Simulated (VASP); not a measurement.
**Rb3Zn: single point with PBE**

Rb3Zn:

```xyz
4
Lattice="-3.0973 3.0973 6.2322 3.0973 -3.0973 6.2322 3.0973 3.0973 -6.2322" Properties=species:S:1:pos:R:3 pbc="T T T"
Rb    0.0000    0.0000    6.2322
Rb    3.0973    0.0000    3.1161
Rb    0.0000    3.0973    3.1161
Zn    0.0000    0.0000    0.0000
```

```
Program                : VASP 6.6.1
Task                   : single point
Functional             : PBE
Potentials or basis    : VASP PAW PBE potentials, release 64 (Rb_sv, Zn)
Cutoff                 : 520 eV
k mesh                 : 6 × 6 × 6
Occupations            : fermi-dirac, width 0.05 eV
Spin                   : no spin polarisation
Dipole correction      : no
Further INCAR settings : ALGO = Fast; EDIFF = 1e-06; NBANDS = 28
```

* Pressure: 0.2 GPa
* Band gap on the k mesh: zero (an odd number of electrons rules out a gap without spin polarisation)

Stress tensor (GPa, compression positive):
```
0.25 0.00 0.00
0.00 0.25 0.00
0.00 0.00 0.13
```

Levels at points of the mesh, in eV from the Fermi level:
```
           k point  band 16  band 17  band 18  band 19  band 20  band 21  band 22  band 23
(0.00, 0.00, 0.00)    -7.13    -7.13    -3.91    -0.52     0.45     0.92     0.92     1.56
(0.50, 0.00, 0.00)    -7.13    -7.13    -3.48    -1.16     0.12     0.55     0.89     1.59
(0.50, 0.50, 0.00)    -7.13    -7.13    -3.39    -0.55     0.28     0.33     0.46     0.53
(0.50, 0.50, 0.50)    -7.13    -7.13    -3.59    -1.42     0.22     1.13     1.13     1.21
```

Run time: 9.5 min on 1 thread of Oxide Virtual Turin-like Processor (shared host), peak memory 0.55 GiB.
